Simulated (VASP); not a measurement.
A run of VASP 6.6.1:

File INCAR:

```
PREC = Accurate ; ENCUT = 520
EDIFF = 1E-7 ; ISMEAR = 0
SIGMA = 0.02 ; LREAL = F
LASPH = T ; NELM = 100
ALGO = Normal ; ISIF = 2
LWAVE = F ; LCHARG = F
GGA = PE ; NBANDS = 16
```

The input KPOINTS:

```
regular mesh
0
Gamma
  8 8 8
```

The input POSCAR:

```
AgCl
1.0
    0.0000000000      2.8609257858      2.8609257858
    2.8609257858      0.0000000000      2.8609257858
    2.8609257858      2.8609257858      0.0000000000
Ag Cl
1 1
Direct
    0.0000000000      0.0000000000      0.0000000000
    0.5000000000      0.5000000000      0.5000000000
```

Potentials or basis: VASP PAW PBE potentials, release 64 (Ag, Cl).

Run with:

```bash
$ cat potpaw_PBE.64/Ag/POTCAR potpaw_PBE.64/Cl/POTCAR > POTCAR
$ mpirun -np 1 vasp_std > vasp.out
```

Hardware: 1 thread of Intel(R) Xeon(R) 6975P-C (Granite Rapids) (shared host).

How long does it take, and how much memory?

Run time: 9.6 s on 1 thread of Intel(R) Xeon(R) 6975P-C (Granite Rapids) (shared host), peak memory 0.17 GiB. Counts: scf iterations 13, k points 29.
